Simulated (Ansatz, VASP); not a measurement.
**Si5Ge: VASP beside Ansatz**

File POSCAR:

```
Si5Ge
1.0
    3.8986340619      0.0000000000      0.0000000000
   -1.9493170310      3.3763161377      0.0000000000
    0.0000000000      0.0000000000     19.0922127668
Si Ge
10 2
Direct
    0.3333333333      0.6666666667      0.7676969295
    0.6666666667      0.3333333333      0.7269566844
    0.0000000000      0.0000000000      0.5620614746
    0.6666666667      0.3333333333      0.6028150959
    0.0000000000      0.0000000000      0.4379385254
    0.3333333333      0.6666666667      0.3971849041
    0.6666666667      0.3333333333      0.2323030705
    0.3333333333      0.6666666667      0.2730433156
    0.6666666667      0.3333333333      0.1084400208
    0.3333333333      0.6666666667      0.8915599792
    0.0000000000      0.0000000000      0.0650575297
    0.0000000000      0.0000000000      0.9349424703
```

The input INCAR.step1:

```
PREC     = Accurate       # precision mode
ENCUT    = 550            # plane-wave cutoff, eV
ISMEAR   = 0              # smearing method
SIGMA    = 0.02           # smearing width, eV
LREAL    = F              # projectors in reciprocal space
LASPH    = T              # aspherical terms in the spheres
NELM     = 120            # most SCF steps
NBANDS   = 46             # bands
GGA      = PE             # functional
ALGO     = Normal         # electronic algorithm
EDIFF    = 1E-5           # SCF threshold, eV
LWAVE    = T              # write WAVECAR
LCHARG   = F              # write CHGCAR
GGA_COMPAT= F
```

Contents of INCAR.step2:

```
PREC     = Accurate       # precision mode
ENCUT    = 550            # plane-wave cutoff, eV
EDIFF    = 1E-6           # SCF threshold, eV
ISMEAR   = 0              # smearing method
SIGMA    = 0.02           # smearing width, eV
LREAL    = F              # projectors in reciprocal space
LASPH    = T              # aspherical terms in the spheres
NELM     = 120            # most SCF steps
ALGO     = Normal         # electronic algorithm
ISIF     = 2              # what is computed and relaxed
LWAVE    = F              # write WAVECAR
LCHARG   = T              # write CHGCAR
METAGGA  = R2SCAN         # meta-GGA
LMIXTAU  = T            
LELF     = T              # ELF
LVHAR    = T            
NBANDS   = 46             # bands
ISTART   = 1            
GGA_COMPAT= F
```

Contents of KPOINTS:

```
regular mesh
0
Gamma
  12 12 2
```

Input for Ansatz:

```yaml
crystal:
  lattice:
    - [3.8986340619, 0.0, 0.0]
    - [-1.949317031, 3.3763161377, 0.0]
    - [0.0, 0.0, 19.0922127668]
  atoms:
    - { symbol: Si, position: [0.3333333333, 0.6666666667, 0.7676969295] }
    - { symbol: Si, position: [0.6666666667, 0.3333333333, 0.7269566844] }
    - { symbol: Si, position: [0.0, 0.0, 0.5620614746] }
    - { symbol: Si, position: [0.6666666667, 0.3333333333, 0.6028150959] }
    - { symbol: Si, position: [0.0, 0.0, 0.4379385254] }
    - { symbol: Si, position: [0.3333333333, 0.6666666667, 0.3971849041] }
    - { symbol: Si, position: [0.6666666667, 0.3333333333, 0.2323030705] }
    - { symbol: Si, position: [0.3333333333, 0.6666666667, 0.2730433156] }
    - { symbol: Si, position: [0.6666666667, 0.3333333333, 0.1084400208] }
    - { symbol: Si, position: [0.3333333333, 0.6666666667, 0.8915599792] }
    - { symbol: Ge, position: [0.0, 0.0, 0.0650575297] }
    - { symbol: Ge, position: [0.0, 0.0, 0.9349424703] }
basis:
  ecutwfc: 500
kpoints:
  mp_grid: { grid: [12, 12, 2] }
hamiltonian:
  xc: r2scan
scf:
  occupations: { method: gaussian, width: 0.02 }
output:
  forces: true
  stress: true
  eigenvalues: true
```

Alike in both runs: task single point; functional r2SCAN; k mesh 12 × 12 × 2; occupations gaussian, width 0.02 eV; no spin polarisation.

|  | VASP | Ansatz |
| --- | --- | --- |
| version | VASP 6.6.1 | Ansatz 0.2.0 |
| potentials or method | VASP PAW PBE potentials, release 64 (Si, Ge_d), cutoff 550 eV | scalar-relativistic, plane waves, PAW |
| valence electrons in the cell | 68 | 68 |

|  | VASP | Ansatz | Ansatz less VASP |
| --- | --- | --- | --- |
| gap on the k mesh at the Fermi level (eV) | 0.74 | 0.73 | -0.008 |
| least direct gap on the mesh (eV) | 1.47 | 1.47 | -0.005 |
| pressure (GPa) | -1.8 | -1.7 | +0.17 |
| rms of the force components (eV/Å) | 0.020 | 0.024 | +0.0042 |

VASP's potentials were made for PBE, not for r2SCAN. Atom by atom the forces differ by 0.004 eV/Å (rms over components). The functional is the same, so the differences come from potentials, cutoffs and numerics.
